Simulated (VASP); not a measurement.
# LuH2 (Fm-3m) in VASP: a series of runs, part 3 of 4

VASP 6.6.1.

## Step 4: Electric field gradients, LDA (volume scaled by 1.02)

File INCAR:

```
PREC     = Accurate       # precision mode
ENCUT    = 520            # plane-wave cutoff, eV
EDIFF    = 1E-8           # SCF threshold, eV
ISMEAR   = -1             # smearing method
SIGMA    = 0.02           # smearing width, eV
LREAL    = False          # projectors in reciprocal space
LASPH    = True           # aspherical terms in the spheres
NELM     = 100            # most SCF steps
ALGO     = Normal         # electronic algorithm
ISIF     = 2              # what is computed and relaxed
LWAVE    = False          # write WAVECAR
LCHARG   = False          # write CHGCAR
GGA      = CA             # functional
LEFG     = True         
NBANDS   = 20             # bands
```

File KPOINTS:

```
regular mesh
0
Gamma
  8 8 8
```

File POSCAR:

```
LuH2
1.0
    0.0000000000      2.5331660486      2.5331660486
    2.5331660486      0.0000000000      2.5331660486
    2.5331660486      2.5331660486      0.0000000000
Lu H
1 2
Direct
    0.0000000000      0.0000000000      0.0000000000
    0.2500000000      0.2500000000      0.2500000000
    0.7500000000      0.7500000000      0.7500000000
```

Potentials or basis: VASP PAW PBE potentials, release 64 (Lu, H).

On the command line:

```bash
cat potpaw_PBE.64/Lu/POTCAR potpaw_PBE.64/H/POTCAR > POTCAR
mpirun -np 1 vasp_std > vasp.out
```

OUTCAR:

```text
PREC = Accurate
   ENCUT = 520
   EDIFF = 1E-8
   ISMEAR = -1
   LREAL = False
   LASPH = True
   NELM = 100
   ISIF = 2
   GGA = CA

 ion  position               nearest neighbor table
   1  0.000  0.000  0.000-   3 2.19   3 2.19   3 2.19   2 2.19   3 2.19   2 2.19   2 2.19   2 2.19

   2  0.250  0.250  0.250-   1 2.19   1 2.19   1 2.19   1 2.19
   3  0.750  0.750  0.750-   1 2.19   1 2.19   1 2.19   1 2.19

  LATTYP: Found a face centered cubic cell.
 ALAT       =     5.0663320972

  Lattice vectors:

 A1 = (   0.0000000000,   2.5331660486,   2.5331660486)
 A2 = (   2.5331660486,   0.0000000000,   2.5331660486)
 A3 = (   2.5331660486,   2.5331660486,   0.0000000000)

Analysis of symmetry for initial positions (statically):
=====================================================================
 Subroutine PRICEL returns:
 Original cell was already a primitive cell.

 Routine SETGRP: Setting up the symmetry group for a
 face centered cubic supercell.

 Subroutine GETGRP returns: Found 48 space group operations
 (whereof 48 operations were pure point group operations)
 out of a pool of 48 trial point group operations.

The static configuration has the point symmetry O_h .

Analysis of symmetry for dynamics (positions and initial velocities):
=====================================================================
 Subroutine PRICEL returns:
 Original cell was already a primitive cell.

 Routine SETGRP: Setting up the symmetry group for a
 face centered cubic supercell.

 Subroutine GETGRP returns: Found 48 space group operations
 (whereof 48 operations were pure point group operations)
 out of a pool of 48 trial point group operations.

[... 155 lines left out ...]

 k-point     1 :       0.0000    0.0000    0.0000
  band No.  band energies     occupation
      1     -53.6262      2.00000
      2     -24.3400      2.00000
      3     -24.3400      2.00000
      4     -24.3400      2.00000
      5      -6.8417      2.00000
      6      -3.0159      2.00000
[... 541 lines left out ...]
     19      10.4594      0.00000
     20      11.4650      0.00000

 [... further k-points ...]
[... 5 lines left out ...]
  --------------------------------------------------------------------------------------
  -------------------------------------------------------------------------------------
  Total       -1.5677205     -1.5677205     -1.5677205      0.0000000     -0.0000000      0.0000000
  in kB      -77.2606281    -77.2606281    -77.2606281      0.0000000     -0.0000000      0.0000000
  external PRESSURE =     -77.2606281 kB  Pullay stress =       0.0000000 kB

 VOLUME and BASIS-vectors are now :
 -----------------------------------------------------------------------------
  energy-cutoff  :      520.00
  volume of cell :       32.51
      direct lattice vectors                 reciprocal lattice vectors
     0.000000000  2.533166049  2.533166049    -0.197381455  0.197381455  0.197381455
     2.533166049  0.000000000  2.533166049     0.197381455 -0.197381455  0.197381455
     2.533166049  2.533166049  0.000000000     0.197381455  0.197381455 -0.197381455

 POSITION                                       TOTAL-FORCE (eV/Angst)
 -----------------------------------------------------------------------------------
      0.00000      0.00000      0.00000         0.000000     -0.000000     -0.000000
      1.26658      1.26658      1.26658        -0.000000      0.000000     -0.000000
      3.79975      3.79975      3.79975         0.000000     -0.000000      0.000000
 -----------------------------------------------------------------------------------
    total drift:                               -0.000000     -0.000000      0.000000

  FREE ENERGIE OF THE ION-ELECTRON SYSTEM (eV)
  ---------------------------------------------------
  free  energy   TOTEN  =       -13.9908099692 eV

  energy  without entropy=      -13.9874775549  energy(sigma->0) =      -13.98914376

 Electric field gradients (V/A^2)
---------------------------------------------------------------------
 ion       V_xx      V_yy      V_zz      V_xy      V_xz      V_yz
---------------------------------------------------------------------
   1       0.000    -0.000     0.000     0.000     0.000     0.000
   2       0.000     0.000    -0.000     0.000     0.000     0.000
   3      -0.000     0.000    -0.000     0.000     0.000     0.000
---------------------------------------------------------------------

 Electric field gradients after diagonalization (V/A^2)
 (convention: |V_zz| > |V_xx| > |V_yy|)
----------------------------------------------------------------------
 ion       V_xx      V_yy      V_zz     asymmetry (V_yy - V_xx)/ V_zz
----------------------------------------------------------------------
   1      -0.000    -0.000     0.001       0.000
   2      -0.000    -0.000     0.001       0.000
   3      -0.000    -0.000     0.001       0.000
----------------------------------------------------------------------

           NMR quadrupolar parameters

 Cq : quadrupolar parameter    Cq=e*Q*V_zz/h
 eta: asymmetry parameters     (V_yy - V_xx)/ V_zz
 Q  : nuclear electric quadrupole moment in mb (millibarn)
----------------------------------------------------------------------
 ion       Cq(MHz)       eta       Q (mb)
----------------------------------------------------------------------
   1       0.000       0.000       1.000
   2       0.000       0.000       1.000
   3       0.000       0.000       1.000
----------------------------------------------------------------------
```

OSZICAR:

```text
N       E                     dE             d eps       ncg     rms          rms(c)
DAV:   1     0.951889277731E+02    0.95189E+02   -0.10950E+04  1492   0.441E+03
DAV:   2    -0.661025471113E+01   -0.10180E+03   -0.99111E+02  1260   0.410E+02
DAV:   3    -0.144950744208E+02   -0.78848E+01   -0.77951E+01  1340   0.796E+01
DAV:   4    -0.147424160885E+02   -0.24734E+00   -0.24637E+00  1620   0.124E+01
DAV:   5    -0.147493862119E+02   -0.69701E-02   -0.69688E-02  1380   0.189E+00    0.705E+00
DAV:   6    -0.141360143474E+02    0.61337E+00   -0.10521E+00  1816   0.258E+01    0.339E+00
DAV:   7    -0.139917763700E+02    0.14424E+00   -0.30433E-01  1788   0.711E+00    0.746E-01
DAV:   8    -0.139907195374E+02    0.10568E-02   -0.51515E-02  1484   0.152E+00    0.233E-01
DAV:   9    -0.139907891535E+02   -0.69616E-04   -0.15342E-03  1872   0.728E-01    0.654E-02
DAV:  10    -0.139908065187E+02   -0.17365E-04   -0.22411E-04  1868   0.230E-01    0.265E-02
DAV:  11    -0.139908112404E+02   -0.47217E-05   -0.25394E-05  1584   0.459E-02    0.841E-03
DAV:  12    -0.139908098929E+02    0.13475E-05   -0.31126E-06  1864   0.598E-02    0.176E-03
DAV:  13    -0.139908099714E+02   -0.78508E-07   -0.45818E-07  1736   0.705E-03    0.441E-04
DAV:  14    -0.139908099692E+02    0.21555E-08   -0.18878E-08  1388   0.171E-03
   1 F= -.13990810E+02 E0= -.13989144E+02  d E =-.333241E-02
```

stdout:

```text
POSCAR found type information on POSCAR LuH
 POSCAR found :  2 types and       3 ions
 scaLAPACK will be used
 -----------------------------------------------------------------------------
|                                                                             |
|                                                                             |
|     You enforced a specific xc type in the INCAR file but a different       |
|     I HOPE YOU KNOW WHAT YOU ARE DOING!                                     |
|                                                                             |
 -----------------------------------------------------------------------------

 LDA part: xc-table for (Slater(with rela. corr.)+CA(PZ))
 , standard interpolation
 POSCAR, INCAR and KPOINTS ok, starting setup
 FFT: planning ... GRIDC
 FFT: planning ... GRID_SOFT
 FFT: planning ... GRID
 WAVECAR not read
 entering main loop
ion   1

ion   2

ion   3
```

It took 11 s on 1 thread of Intel Xeon 6975P-C (Granite Rapids), shared host; peak memory 0.16 GiB.

Results:

```
Free energy : -13.9908 eV
Pressure    : -7.7 GPa
```

Levels at points of the mesh, in eV from the Fermi level:
```tsv
k point	band 10	band 11	band 12	band 13	band 14	band 15	band 16	band 17
(0.00, 0.00, 0.00)	-5.02	-5.02	-5.02	-0.44	1.23	1.23	1.23	3.97
(0.50, 0.00, 0.00)	-5.03	-5.03	-5.02	-3.87	1.32	1.32	4.93	5.45
(0.50, 0.50, 0.00)	-5.05	-5.04	-5.04	-3.95	-2.33	5.64	5.73	5.73
```

Caveat: without QUAD_EFG the Cq values of the log hold for a quadrupole moment of 1 mb, not for the nuclei; the PAW data sets were made with another functional, which shifts forces and pressure a little; spin-orbit coupling is left out, which moves the levels of the heavy elements.

## Step 5: Electric field gradients, LDA (volume scaled by 1.02)

File INCAR:

```
SYSTEM = LuH2
PREC     = Accurate       ! precision mode
ENCUT    = 520            ! plane-wave cutoff, eV
EDIFF    = 1E-8           ! SCF threshold, eV
ISMEAR   = -1             ! smearing method
SIGMA    = 0.02           ! smearing width, eV
LREAL    = .False.        ! projectors in reciprocal space
LASPH    = .True.         ! aspherical terms in the spheres
NELM     = 100            ! most SCF steps
ALGO     = Normal         ! electronic algorithm
ISIF     = 2              ! what is computed and relaxed
LWAVE    = .False.        ! write WAVECAR
LCHARG   = .False.        ! write CHGCAR
GGA      = CA             ! functional
LEFG     = .True.       
NBANDS   = 20             ! bands
```

File KPOINTS:

```
Automatic mesh
0
Gamma
  8 8 8
  0 0 0
```

POSCAR is that of step 4.

Potentials or basis: VASP PAW PBE potentials, release 64 (Lu, H).

On the command line:

```bash
cat potpaw_PBE.64/Lu/POTCAR potpaw_PBE.64/H/POTCAR > POTCAR
mpirun -np 1 vasp_std > vasp.out
```

OUTCAR:

```text
SYSTEM = LuH2
   PREC = Accurate
   ENCUT = 520
   EDIFF = 1E-8
   ISMEAR = -1
   LREAL = .False.
   LASPH = .True.
   NELM = 100
   ISIF = 2
   GGA = CA

 ion  position               nearest neighbor table
   1  0.000  0.000  0.000-   3 2.19   3 2.19   3 2.19   2 2.19   3 2.19   2 2.19   2 2.19   2 2.19

   2  0.250  0.250  0.250-   1 2.19   1 2.19   1 2.19   1 2.19
   3  0.750  0.750  0.750-   1 2.19   1 2.19   1 2.19   1 2.19

  LATTYP: Found a face centered cubic cell.
 ALAT       =     5.0663320972

  Lattice vectors:

 A1 = (   0.0000000000,   2.5331660486,   2.5331660486)
 A2 = (   2.5331660486,   0.0000000000,   2.5331660486)
 A3 = (   2.5331660486,   2.5331660486,   0.0000000000)

Analysis of symmetry for initial positions (statically):
=====================================================================
 Subroutine PRICEL returns:
 Original cell was already a primitive cell.

 Routine SETGRP: Setting up the symmetry group for a
 face centered cubic supercell.

 Subroutine GETGRP returns: Found 48 space group operations
 (whereof 48 operations were pure point group operations)
 out of a pool of 48 trial point group operations.

The static configuration has the point symmetry O_h .

Analysis of symmetry for dynamics (positions and initial velocities):
=====================================================================
 Subroutine PRICEL returns:
 Original cell was already a primitive cell.

 Routine SETGRP: Setting up the symmetry group for a
 face centered cubic supercell.

 Subroutine GETGRP returns: Found 48 space group operations
 (whereof 48 operations were pure point group operations)
 out of a pool of 48 trial point group operations.

The dynamic configuration has the point symmetry O_h .

 Subroutine INISYM returns: Found 48 space group operations
 (whereof 48 operations are pure point group operations),
 and found     1 'primitive' translations

----------------------------------------------------------------------------------------

                                     Primitive cell

  volume of cell :      32.5103

  direct lattice vectors                    reciprocal lattice vectors
     0.000000000  2.533166049  2.533166049    -0.197381455  0.197381455  0.197381455
     2.533166049  0.000000000  2.533166049     0.197381455 -0.197381455  0.197381455
     2.533166049  2.533166049  0.000000000     0.197381455  0.197381455 -0.197381455

  length of vectors
     3.582437782  3.582437782  3.582437782     0.341874708  0.341874708  0.341874708

  position of ions in fractional coordinates (direct lattice)
     0.000000000  0.000000000  0.000000000
     0.250000000  0.250000000  0.250000000
     0.750000000  0.750000000  0.750000000

  ion indices of the primitive-cell ions
   primitive index   ion index
                 1           1
                 2           2
                 3           3

----------------------------------------------------------------------------------------

 KPOINTS: Automatic mesh

[... 72 lines left out ...]
   NFREE  =      0    steps in history (QN), initial steepest desc. (CG)
   ISIF   =      2    stress and relaxation
   ISYM   =      2    0-nonsym 1-usesym 2-fastsym
   POTIM  = 0.5000    time-step for ionic-motion
   TEBEG  =    0.0;   TEEND  =   0.0 temperature during run
   PSTRESS=    0.0 pullay stress
   NELECT =      27.0000    total number of electrons
   NUPDOWN=      -1.0000    fix difference up-down
   EMIN   =  10.00;   EMAX   =-10.00  energy-range for DOS
   EFERMI =   0.00;   METHOD = LEGACY
   ISMEAR =    -1;   SIGMA  =   0.02  broadening in eV -4-tet -1-fermi 0-gaus
   EFERMI_NEDOS =   21; number of points for ismear=-14 and -15
   IALGO  =     38    algorithm
   IMIX   =      4    mixing-type and parameters
     AMIX     =   0.40;   BMIX     =  1.00
     AMIX_MAG =   1.60;   BMIX_MAG =  1.00
  volume/ion in A,a.u.               =      10.84        73.13
  Fermi-wavevector in a.u.,A,eV,Ry     =   1.538825  2.907957 32.218336  2.367981
  Thomas-Fermi vector in A             =   2.645139
   LORBIT       =      0    0 simple, 1 ext, 2 COOP (PROOUT), +10 PAW based schemes
   GGA     = CA    functional components
   LHFCALC =     F    Hartree Fock is set to
   AEXX    =    0.0000 exact exchange contribution
   IVDW    =     0    specifies the selected vdW correction
   LEPSILON=     F    determine dielectric tensor
   LRPA    =     F    only Hartree local field effects (RPA)
 non-spin polarized calculation
  energy-cutoff  :      520.00
  volume of cell :       32.51
 maximum number of plane-waves:       893
   NGX = 13   NGY = 13   NGZ = 13

 number of electron      27.0000007 magnetization

 Free energy of the ion-electron system (eV)
  ---------------------------------------------------
  ext. energy  EPLUGINS =         0.00000000
  ---------------------------------------------------
  free energy    TOTEN  =       -13.99080997 eV

  energy without entropy =      -13.98747755  energy(sigma->0) =      -13.98914376

 E-fermi :   2.3448     XC(G=0): -11.2879

 val. band max:        2.3391824673   @ k =   0.3750   0.2500   0.0000
 cond. band min:       2.3682739601   @ k =   0.5000   0.2500   0.1250
 fundamental gap:      0.0290914928
 Fermi energy:         2.3447820178

 k-point     1 :       0.0000    0.0000    0.0000
  band No.  band energies     occupation
      1     -53.6262      2.00000
      2     -24.3400      2.00000
      3     -24.3400      2.00000
      4     -24.3400      2.00000
      5      -6.8417      2.00000
      6      -3.0159      2.00000
[... 541 lines left out ...]
     19      10.4594      0.00000
     20      11.4650      0.00000

 [... further k-points ...]
[... 5 lines left out ...]
  --------------------------------------------------------------------------------------
  -------------------------------------------------------------------------------------
  Total       -1.5677205     -1.5677205     -1.5677205      0.0000000     -0.0000000      0.0000000
  in kB      -77.2606281    -77.2606281    -77.2606281      0.0000000     -0.0000000      0.0000000
  external PRESSURE =     -77.2606281 kB  Pullay stress =       0.0000000 kB

 VOLUME and BASIS-vectors are now :
 -----------------------------------------------------------------------------
  energy-cutoff  :      520.00
  volume of cell :       32.51
      direct lattice vectors                 reciprocal lattice vectors
     0.000000000  2.533166049  2.533166049    -0.197381455  0.197381455  0.197381455
     2.533166049  0.000000000  2.533166049     0.197381455 -0.197381455  0.197381455
     2.533166049  2.533166049  0.000000000     0.197381455  0.197381455 -0.197381455

 POSITION                                       TOTAL-FORCE (eV/Angst)
 -----------------------------------------------------------------------------------
      0.00000      0.00000      0.00000         0.000000     -0.000000     -0.000000
      1.26658      1.26658      1.26658        -0.000000      0.000000     -0.000000
      3.79975      3.79975      3.79975         0.000000     -0.000000      0.000000
 -----------------------------------------------------------------------------------
    total drift:                               -0.000000     -0.000000      0.000000

  FREE ENERGIE OF THE ION-ELECTRON SYSTEM (eV)
  ---------------------------------------------------
  free  energy   TOTEN  =       -13.9908099692 eV

  energy  without entropy=      -13.9874775549  energy(sigma->0) =      -13.98914376

 Electric field gradients (V/A^2)
---------------------------------------------------------------------
 ion       V_xx      V_yy      V_zz      V_xy      V_xz      V_yz
---------------------------------------------------------------------
   1       0.000    -0.000     0.000     0.000     0.000     0.000
   2       0.000     0.000    -0.000     0.000     0.000     0.000
   3      -0.000     0.000    -0.000     0.000     0.000     0.000
---------------------------------------------------------------------

 Electric field gradients after diagonalization (V/A^2)
 (convention: |V_zz| > |V_xx| > |V_yy|)
----------------------------------------------------------------------
 ion       V_xx      V_yy      V_zz     asymmetry (V_yy - V_xx)/ V_zz
----------------------------------------------------------------------
   1      -0.000    -0.000     0.001       0.000
   2      -0.000    -0.000     0.001       0.000
   3      -0.000    -0.000     0.001       0.000
----------------------------------------------------------------------

           NMR quadrupolar parameters

 Cq : quadrupolar parameter    Cq=e*Q*V_zz/h
 eta: asymmetry parameters     (V_yy - V_xx)/ V_zz
 Q  : nuclear electric quadrupole moment in mb (millibarn)
----------------------------------------------------------------------
 ion       Cq(MHz)       eta       Q (mb)
----------------------------------------------------------------------
   1       0.000       0.000       1.000
   2       0.000       0.000       1.000
   3       0.000       0.000       1.000
----------------------------------------------------------------------
```

It took 11 s on 1 thread of Intel Xeon 6975P-C (Granite Rapids), shared host; peak memory 0.16 GiB.

Results:

```yaml
Free_energy: -13.9908 eV
Pressure: -7.7 GPa
```

Caveat: without QUAD_EFG the Cq values of the log hold for a quadrupole moment of 1 mb, not for the nuclei; the PAW data sets were made with another functional, which shifts forces and pressure a little; spin-orbit coupling is left out, which moves the levels of the heavy elements.

(Continued in part 4 of 4.)
